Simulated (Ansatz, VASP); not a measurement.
## HgTe: VASP beside Ansatz

File INCAR:

```
PREC = Accurate ; ENCUT = 520
EDIFF = 1E-6 ; ISMEAR = -1
SIGMA = 0.05 ; LREAL = F
LASPH = T ; NELM = 80
ALGO = Normal ; ISIF = 2
LWAVE = F ; LCHARG = F
NBANDS = 16
```

File KPOINTS:

```
regular mesh
0
Gamma
  11 11 11
```

The input POSCAR:

```
HgTe
1.0
    0.0000000000      2.9863449365      2.9863449365
    2.9863449365      0.0000000000      2.9863449365
    2.9863449365      2.9863449365      0.0000000000
Hg Te
1 1
Direct
    0.0000000000      0.0000000000      0.0000000000
    0.2500000000      0.2500000000      0.2500000000
```

Input for Ansatz:

```yaml
crystal:
  lattice:
    - [0.0, 2.9863449365, 2.9863449365]
    - [2.9863449365, 0.0, 2.9863449365]
    - [2.9863449365, 2.9863449365, 0.0]
  atoms:
    - { symbol: Hg, position: [0.0, 0.0, 0.0] }
    - { symbol: Te, position: [0.25, 0.25, 0.25] }
kpoints:
  mp_grid: { grid: [11, 11, 11] }
scf:
  occupations: { method: fermi_dirac, width: 0.05 }
hamiltonian:
  xc: lda
  pseudopotentials: { kind: all_electron, lapw: { basis_error: 0.001 } }
output:
  forces: true
  stress: true
  eigenvalues: true
  populations: true
```

Change from the starting cell: volume scaled by 0.8, LAPW.

Alike in both runs: task single point; functional LDA; k mesh 11 × 11 × 11; occupations fermi-dirac, width 0.05 eV; no spin polarisation.

|  | VASP | Ansatz |
| --- | --- | --- |
| version | VASP 6.6.1 | Ansatz 0.2.0 |
| potentials or method | VASP PAW LDA potentials, release 64 (Hg, Te), cutoff 520 eV | all-electron LAPW, scalar-relativistic |

Ansatz gave:

* pressure (GPa): 18.8

Question: Which values does VASP return?

Answer: Pressure (GPa): 19.5.

LDA's correlation is that of Perdew and Zunger in VASP and of Perdew and Wang (1992) in Ansatz. Ansatz ran all-electron here, and VASP with PAW potentials.

Spin-orbit coupling is off throughout.
